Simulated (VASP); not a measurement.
# Al (I4/mmm) in VASP: further runs, part 2 of 2

VASP 6.6.1.

### 4 Single point, LDA (15.35 Å³/atom)

This run uses another cell than the first one, of 15.35 Å³/atom.

Contents of INCAR:

```
PREC     = Accurate       # precision mode
ENCUT    = 520            # plane-wave cutoff, eV
EDIFF    = 1E-7           # SCF threshold, eV
ISMEAR   = 0              # smearing method
SIGMA    = 0.15           # smearing width, eV
LREAL    = False          # projectors in reciprocal space
LASPH    = True           # aspherical terms in the spheres
NELM     = 100            # most SCF steps
ALGO     = Fast           # electronic algorithm
ISIF     = 2              # what is computed and relaxed
LWAVE    = False          # write WAVECAR
LCHARG   = False          # write CHGCAR
NBANDS   = 8              # bands
```

Contents of KPOINTS:

```
regular mesh
0
Gamma
  22 22 22
```

Contents of POSCAR:

```
Al
1.0
   -1.3823644229      1.3823644229      2.0085755065
    1.3823644229     -1.3823644229      2.0085755065
    1.3823644229      1.3823644229     -2.0085755065
Al
1
Direct
    0.0000000000      0.0000000000      0.0000000000
```

Potentials or basis: VASP PAW LDA potentials, release 64 (Al).

Launch:

```console
cat potpaw_LDA.64/Al/POTCAR > POTCAR
mpirun -np 1 vasp_std > vasp.out
```

OUTCAR:

```text
PREC = Accurate
   ENCUT = 520
   EDIFF = 1E-7
   ISMEAR = 0
   LREAL = False
   LASPH = True
   NELM = 100
   ISIF = 2

 ion  position               nearest neighbor table
   1  0.000  0.000  0.000-

  LATTYP: Found a body centered tetragonal cell.
 ALAT       =     2.7647288458
 C/A-ratio  =     1.4530000000

  Lattice vectors:

 A1 = (  -1.3823644229,   1.3823644229,   2.0085755065)
 A2 = (   1.3823644229,  -1.3823644229,   2.0085755065)
 A3 = (   1.3823644229,   1.3823644229,  -2.0085755065)

Analysis of symmetry for initial positions (statically):
=====================================================================
 Subroutine PRICEL returns:
 Original cell was already a primitive cell.

 Routine SETGRP: Setting up the symmetry group for a
 body centered tetragonal supercell.

 Subroutine GETGRP returns: Found 16 space group operations
 (whereof 16 operations were pure point group operations)
 out of a pool of 16 trial point group operations.

The static configuration has the point symmetry D_4h.

Analysis of symmetry for dynamics (positions and initial velocities):
=====================================================================
 Subroutine PRICEL returns:
 Original cell was already a primitive cell.

 Routine SETGRP: Setting up the symmetry group for a
 body centered tetragonal supercell.

 Subroutine GETGRP returns: Found 16 space group operations
 (whereof 16 operations were pure point group operations)
 out of a pool of 16 trial point group operations.

The dynamic configuration has the point symmetry D_4h.

 Subroutine INISYM returns: Found 16 space group operations
 (whereof 16 operations are pure point group operations),
 and found     1 'primitive' translations

[... 113 lines left out ...]
  volume/ion in A,a.u.               =      15.35       103.61
  Fermi-wavevector in a.u.,A,eV,Ry     =   0.949987  1.795214 12.278913  0.902475
  Thomas-Fermi vector in A             =   2.078321
   LORBIT       =      0    0 simple, 1 ext, 2 COOP (PROOUT), +10 PAW based schemes
   GGA     = CA    functional components
   LHFCALC =     F    Hartree Fock is set to
   AEXX    =    0.0000 exact exchange contribution
   IVDW    =     0    specifies the selected vdW correction
   LEPSILON=     F    determine dielectric tensor
   LRPA    =     F    only Hartree local field effects (RPA)
 non-spin polarized calculation
 RMM-DIIS sequential band-by-band and
 Gauss-broadening in eV      SIGMA  =   0.15
  energy-cutoff  :      520.00
  volume of cell :       15.35
 maximum number of plane-waves:       427
 NGX is ok and might be reduce to    24
   NGX = 11   NGY = 11   NGZ = 11

 number of electron       3.0000000 magnetization

 Free energy of the ion-electron system (eV)
  ---------------------------------------------------
  ext. energy  EPLUGINS =         0.00000000
  ---------------------------------------------------
  free energy    TOTEN  =        -4.18911601 eV

  energy without entropy =       -4.18479699  energy(sigma->0) =       -4.18695650

 E-fermi :   8.5494     XC(G=0): -10.6128

 val. band max:        8.5459417393   @ k =  -0.4545   0.4545   0.0909
 cond. band min:       8.5531150097   @ k =  -0.3182  -0.4545   0.2273
 fundamental gap:      0.0071732705
 Fermi energy:         8.5494473976

 k-point     1 :       0.0000    0.0000    0.0000
  band No.  band energies     occupation
      1      -3.0457      2.00000
      2      21.3285      0.00000
      3      21.6413      0.00000
      4      21.6413      0.00000
      5      23.3928      0.00000
      6      23.3928      0.00000
      7      23.4772      0.00000
      8      25.7166      0.00000
[... 243 lines left out ...]
 k-point    24 :      -0.4545    0.0455    0.0000
  band No.  band energies     occupation
      1       2.3984      2.00000
      2       5.6697      2.00000
      3      18.8798      0.00000
      4      19.8877      0.00000
      5      20.5542      0.00000
      6      21.8432      0.00000
      7      24.8197      0.00000
      8      25.5431      0.00000

 [... further k-points ...]

------------------------ aborting loop because EDIFF is reached ----------------------------------------

  FORCE on cell =-STRESS in cart. coord.  units (eV):
  Direction    XX          YY          ZZ          XY          YZ          ZX
  --------------------------------------------------------------------------------------
  -------------------------------------------------------------------------------------
  Total        0.3396039      0.3396039      0.1135060      0.0000000     -0.0000000      0.0000000
  in kB       35.4397008     35.4397008     11.8450341      0.0000000     -0.0000000      0.0000000
  external PRESSURE =      27.5748119 kB  Pullay stress =       0.0000000 kB

 VOLUME and BASIS-vectors are now :
 -----------------------------------------------------------------------------
  energy-cutoff  :      520.00
  volume of cell :       15.35
      direct lattice vectors                 reciprocal lattice vectors
    -1.382364423  1.382364423  2.008575507     0.000000000  0.361699123  0.248932638
     1.382364423 -1.382364423  2.008575507     0.361699123  0.000000000  0.248932638
     1.382364423  1.382364423 -2.008575507     0.361699123  0.361699123  0.000000000

 POSITION                                       TOTAL-FORCE (eV/Angst)
 -----------------------------------------------------------------------------------
      0.00000      0.00000      0.00000         0.000000      0.000000      0.000000
 -----------------------------------------------------------------------------------
    total drift:                               -0.000000      0.000000      0.000000

  FREE ENERGIE OF THE ION-ELECTRON SYSTEM (eV)
  ---------------------------------------------------
  free  energy   TOTEN  =        -4.1891160071 eV

  energy  without entropy=       -4.1847969870  energy(sigma->0) =       -4.18695650
```

OSZICAR:

```text
N       E                     dE             d eps       ncg     rms          rms(c)
DAV:   1    -0.270975013337E+01   -0.27098E+01   -0.91019E+02 13424   0.209E+02
DAV:   2    -0.421263993810E+01   -0.15029E+01   -0.14565E+01 18584   0.197E+01
DAV:   3    -0.421960731439E+01   -0.69674E-02   -0.69629E-02 16888   0.147E+00
DAV:   4    -0.421961790245E+01   -0.10588E-04   -0.10587E-04 21144   0.532E-02
DAV:   5    -0.421961791450E+01   -0.12048E-07   -0.11414E-07 17112   0.946E-04    0.150E+00
RMM:   6    -0.420113930632E+01    0.18479E-01   -0.14249E-03 13363   0.177E-01    0.861E-01
RMM:   7    -0.418909555237E+01    0.12044E-01   -0.40846E-03 15472   0.296E-01    0.147E-01
RMM:   8    -0.418911217045E+01   -0.16618E-04   -0.30390E-04 14890   0.102E-01    0.467E-02
RMM:   9    -0.418911589196E+01   -0.37215E-05   -0.31872E-05 15295   0.381E-02    0.101E-02
RMM:  10    -0.418911598024E+01   -0.88278E-07   -0.45408E-06 15696   0.127E-02    0.566E-03
RMM:  11    -0.418911600709E+01   -0.26848E-07   -0.69369E-07 15658   0.482E-03
   1 F= -.41891160E+01 E0= -.41869565E+01  d E =-.431902E-02
```

Wall time 3.6 min (1 thread of AMD EPYC, shared host); peak memory 0.16 GiB.

Results:

* Free energy: -4.1891 eV
* Pressure: 2.8 GPa
* Band gap on the k mesh: zero (an odd number of electrons rules out a gap without spin polarisation)

### 5 Overview

| cell | gap on the mesh (eV) | pressure (GPa) |
| --- | --- | --- |
| a = 2.829 Å, angles 120.9, 120.9, 88.4°, 1 atom | none | 0.2 |
| a = 2.776 Å, angles 120.9, 120.9, 88.4°, 1 atom | none | 5.7 |
| a = 2.803 Å, angles 120.9, 120.9, 88.4°, 1 atom | none | 2.8 |

Alike in all rows: task single point; level LDA; potentials or basis VASP PAW LDA potentials, release 64 (Al); no spin polarisation; k mesh 22 × 22 × 22; cutoff (eV) 520; smearing gaussian 0.15 eV.

Caveats: the cell stands under pressure (at least some runs).

Absolute energies hang on the potentials; compare differences alone.
